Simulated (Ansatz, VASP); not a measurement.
# Ti3Al: VASP beside Ansatz

Contents of INCAR:

```
  PREC = Accurate
  ENCUT = 520
  EDIFF = 1E-7
  ISMEAR = 0
  SIGMA = 0.15
  LREAL = False
  LASPH = True
  NELM = 100
  ALGO = Fast
  ISIF = 2
  LWAVE = False
  LCHARG = True
  GGA = PE
  LELF = True
  LVHAR = True
  NBANDS = 28
```

KPOINTS

```
Automatic mesh
0
Gamma
  15 15 6
```

POSCAR

```
Ti3Al
1.0
    2.9837618340      0.0000000000      0.0000000000
   -1.4918809170      2.5840135471      0.0000000000
    0.0000000000      0.0000000000      8.9002631747
Ti Al
3 1
Direct
    0.6666666667      0.3333333333      0.0000000000
    0.3333333333      0.6666666667      0.7504575700
    0.3333333333      0.6666666667      0.2495424300
    0.6666666667      0.3333333333      0.5000000000
```

Input for Ansatz:

```yaml
crystal:
  lattice:
    - [2.983761834, 0.0, 0.0]
    - [-1.491880917, 2.5840135471, 0.0]
    - [0.0, 0.0, 8.9002631747]
  atoms:
    - { symbol: Ti, position: [0.6666666667, 0.3333333333, 0.0] }
    - { symbol: Ti, position: [0.3333333333, 0.6666666667, 0.75045757] }
    - { symbol: Ti, position: [0.3333333333, 0.6666666667, 0.24954243] }
    - { symbol: Al, position: [0.6666666667, 0.3333333333, 0.5] }
basis:
  ecutwfc: 520.0
kpoints:
  mp_grid: { grid: [15, 15, 6] }
hamiltonian:
  xc: pbe
  pseudopotentials: { kind: paw, azcp: { folder: soft_1 } }
scf:
  occupations: { method: gaussian, width: 0.15 }
output:
  forces: true
  stress: true
  eigenvalues: true
```

Alike in both runs: task single point; functional PBE; k mesh 15 × 15 × 6; occupations gaussian, width 0.15 eV; no spin polarisation.

|  | VASP | Ansatz |
| --- | --- | --- |
| version | VASP 6.6.1 | Ansatz 0.2.0 |
| potentials or method | VASP PAW PBE potentials, release 64 (Ti_sv, Al), cutoff 520 eV | scalar-relativistic, plane waves, PAW |
| valence electrons in the cell | 39 | 39 |

|  | VASP | Ansatz | Ansatz less VASP |
| --- | --- | --- | --- |
| gap on the k mesh at the Fermi level (eV) | none | none | - |
| pressure (GPa) | 0.3 | 0.6 | +0.21 |
| traceless stress, the component that is largest in VASP (GPa) | 5.81 | 5.80 | -0.009 |
| rms of the force components (eV/Å) | 0.032 | 0.028 | -0.0039 |

Atom by atom the forces differ by 0.004 eV/Å (rms over components). A gap of «none» marks a metal or a gap that the smearing closes.
